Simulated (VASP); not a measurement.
TiO2:

```xyz
12
Lattice="4.8127 0.0000 0.0000 0.0000 4.8719 0.0000 -0.8629 0.0000 4.9666" Properties=species:S:1:pos:R:3 pbc="T T T"
Ti    1.1513    0.2573    1.0586
Ti    3.2300    2.6932    1.4247
Ti    2.7985    4.6146    3.9080
Ti    0.7198    2.1787    3.5419
O    -0.4276    0.8622    4.2293
O     3.9459    3.2981    3.2206
O     4.3774    4.0097    0.7373
O     0.0039    1.5738    1.7460
O     1.7406    3.6911    2.3183
O     2.6406    1.2552    0.1650
O     2.2092    1.1808    2.6483
O     1.3092    3.6167    4.8016
```

Base run:

- Program: VASP 6.6.1
- Functional: LDA
- Potentials or basis: VASP PAW LDA potentials, release 64 (Ti_sv, O)
- Cutoff: 600 eV
- k mesh: 6 × 6 × 6
- Occupations: fermi-dirac, width 0.05 eV
- Spin: no spin polarisation
- Hubbard terms: Ti d U = 4.0 eV

Its results: band gap on the k mesh 2.65 eV (least direct gap 2.72 eV); pressure -0.7 GPa; largest force 0.435 eV/Å.

Q: The run is repeated on the same cell with these changes: hubbard terms from Ti d U = 4.0 eV to Ti d U = 6.0 eV. What comes out?

A: Band gap on the k mesh 2.90 eV (least direct gap 2.98 eV); pressure 4.0 GPa; largest force 0.717 eV/Å.

Caveats: the cell stands under pressure (at least some runs).

A k mesh can miss the band edges.
